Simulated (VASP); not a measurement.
Input of a VASP 6.6.1 run:

Contents of INCAR:

```
SYSTEM = YN
PREC = Accurate ; ENCUT = 600
EDIFF = 1E-6 ; ISMEAR = -1
SIGMA = 0.03 ; LREAL = .False.
LASPH = .True. ; NELM = 120
ALGO = Normal ; ISIF = 2
LWAVE = .False. ; LCHARG = .True.
GGA = CA ; LELF = .True.
LVHAR = .True. ; NBANDS = 15
GGA_COMPAT = .False.
```

Contents of KPOINTS:

```
Automatic mesh
0
Gamma
  9 9 9
  0 0 0
```

Contents of POSCAR:

```
YN
1.0
    0.0000000000      2.4385000000      2.4385000000
    2.4385000000      0.0000000000      2.4385000000
    2.4385000000      2.4385000000      0.0000000000
Y N
1 1
Direct
    0.0000000000      0.0000000000      0.0000000000
    0.5000000000      0.5000000000      0.5000000000
```

Potentials or basis: VASP PAW LDA potentials, release 64 (Y_sv, N).

The run is started by

```bash
$ cat potpaw_LDA.64/Y_sv/POTCAR potpaw_LDA.64/N/POTCAR > POTCAR
$ mpirun -np 1 vasp_std > vasp.out
```

Estimate the band gap on the k mesh.

0.14 eV, indirect (least direct gap 0.53 eV).

Estimate the pressure.

-5.8 GPa.

A k mesh can miss the band edges.
